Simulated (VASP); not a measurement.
**MgF2: single point with PBE**

Crystal: MgF2.

```
Mg F
1.0
     4.59306    0.00000    0.00000
     0.00000    4.59306    0.00000
     0.00000    0.00000    3.04134
Mg F
2 4
Direct
  0.00000 0.00000 0.00000
  0.50000 0.50000 0.50000
  0.30250 0.30250 0.00000
  0.19750 0.80250 0.50000
  0.69750 0.69750 0.00000
  0.80250 0.19750 0.50000
```

This cell differs from its parent crystal: volume scaled by 0.94, then relaxed in part.

```json
{"Program": "VASP 6.6.1", "Task": "single point", "Functional": "PBE", "Potentials or basis": "VASP PAW PBE potentials, release 64 (Mg, F)", "Cutoff": "600 eV", "k mesh": "6 × 6 × 8", "Occupations": "gaussian, width 0.02 eV", "Spin": "no spin polarisation"}
```

The pressure is 5.4 GPa. The band gap on the k mesh is 7.21 eV, direct.

Stress tensor (GPa, compression positive):
```
5.45 0.00 0.00
0.00 5.45 0.00
0.00 0.00 5.35
```

Levels at points of the mesh, in eV from the valence-band top:
| k point | band 12 | band 13 | band 14 | band 15 | band 16 | band 17 | band 18 | band 19 | band 20 | band 21 |
| --- | --- | --- | --- | --- | --- | --- | --- | --- | --- | --- |
| (0.00, 0.00, 0.00) | -1.25 | -0.73 | -0.32 | -0.32 | 0.00 | 7.21 | 12.36 | 12.36 | 13.81 | 14.60 |
| (0.50, 0.00, 0.00) | -1.41 | -0.99 | -0.99 | -0.38 | -0.38 | 9.64 | 9.64 | 13.62 | 13.62 | 15.71 |
| (0.50, 0.50, 0.00) | -1.30 | -0.97 | -0.97 | -0.79 | -0.79 | 11.39 | 11.39 | 11.42 | 11.42 | 17.56 |
| (0.00, 0.00, 0.50) | -1.46 | -1.19 | -1.19 | -0.87 | -0.87 | 11.97 | 11.97 | 15.07 | 15.07 | 15.56 |
| (0.50, 0.00, 0.50) | -1.39 | -0.74 | -0.74 | -0.68 | -0.68 | 12.88 | 12.88 | 13.62 | 13.62 | 15.94 |
| (0.50, 0.50, 0.50) | -1.42 | -0.62 | -0.62 | -0.48 | -0.48 | 13.43 | 13.43 | 13.48 | 13.48 | 14.76 |

Wall time 50 s on 1 thread of Intel(R) Xeon(R) Platinum 8488C (Sapphire Rapids) (shared host), peak memory 0.23 GiB.

 A k mesh can miss the band edges.
